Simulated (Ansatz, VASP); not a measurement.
## Two plane-wave programs on Zr

Contents of INCAR:

```
SYSTEM = Zr
  PREC = Accurate
  ENCUT = 520
  EDIFF = 1E-6
  ISMEAR = 0
  SIGMA = 0.1
  LREAL = .FALSE.
  LASPH = .TRUE.
  NELM = 100
  ALGO = Normal
  ISIF = 2
  LWAVE = .FALSE.
  LCHARG = .FALSE.
  GGA = CA
  NBANDS = 32
```

File KPOINTS:

```
regular mesh
0
G
  6 6 2
  0 0 0
```

Contents of POSCAR:

```
Zr
1.0
    5.1760943002      0.0000000000      0.0000000000
   -2.5880471501      4.4826291563      0.0000000000
    0.0000000000      0.0000000000      8.5621487495
Zr
4
Direct
    0.3333333333      0.6666666667      0.0630332931
    0.6666666667      0.3333333333      0.5630332931
    0.3333333333      0.6666666667      0.4369667069
    0.6666666667      0.3333333333      0.9369667069
```

Input for Ansatz:

```yaml
crystal:
  lattice:
    - [5.1760943892, 0.0, 0.0]
    - [-2.5880471946, 4.4826292334, 0.0]
    - [0.0, 0.0, 8.5621484538]
  atoms:
    - { symbol: Zr, position: [0.3333333333, 0.6666666667, 0.0630332895] }
    - { symbol: Zr, position: [0.6666666667, 0.3333333333, 0.5630332895] }
    - { symbol: Zr, position: [0.3333333333, 0.6666666667, 0.4369667105] }
    - { symbol: Zr, position: [0.6666666667, 0.3333333333, 0.9369667105] }
basis:
  ecutwfc: 420
kpoints:
  mp_grid: { grid: [6, 6, 2] }
hamiltonian:
  xc: lda
scf:
  occupations: { method: gaussian, width: 0.1 }
output:
  forces: true
  stress: true
  eigenvalues: true
```

Alike in both runs: task single point; functional LDA; k mesh 6 × 6 × 2; occupations gaussian, width 0.1 eV; no spin polarisation.

|  | VASP | Ansatz |
| --- | --- | --- |
| version | VASP 6.6.1 | Ansatz 0.2.0 |
| potentials or method | VASP PAW LDA potentials, release 64 (Zr_sv), cutoff 520 eV | scalar-relativistic, plane waves, PAW |
| valence electrons in the cell | 48 | 48 |

Ansatz gave:

* gap on the k mesh at the Fermi level (eV): none
* pressure (GPa): -8.2
* traceless stress, the component that is largest in VASP (GPa): -0.23
* rms of the force components (eV/Å): 0.052

Question: Which values does VASP return?

Answer: gap on the k mesh at the Fermi level (eV): none; pressure (GPa): -8.2; traceless stress, the component that is largest in VASP (GPa): -0.23; rms of the force components (eV/Å): 0.051.

LDA's correlation is that of Perdew and Zunger in VASP and of Perdew and Wang (1992) in Ansatz. Atom by atom the forces differ by 0.001 eV/Å (rms over components). A gap of «none» marks a metal or a gap that the smearing closes.

The k mesh is coarse, so the values compare programs but aren't converged.
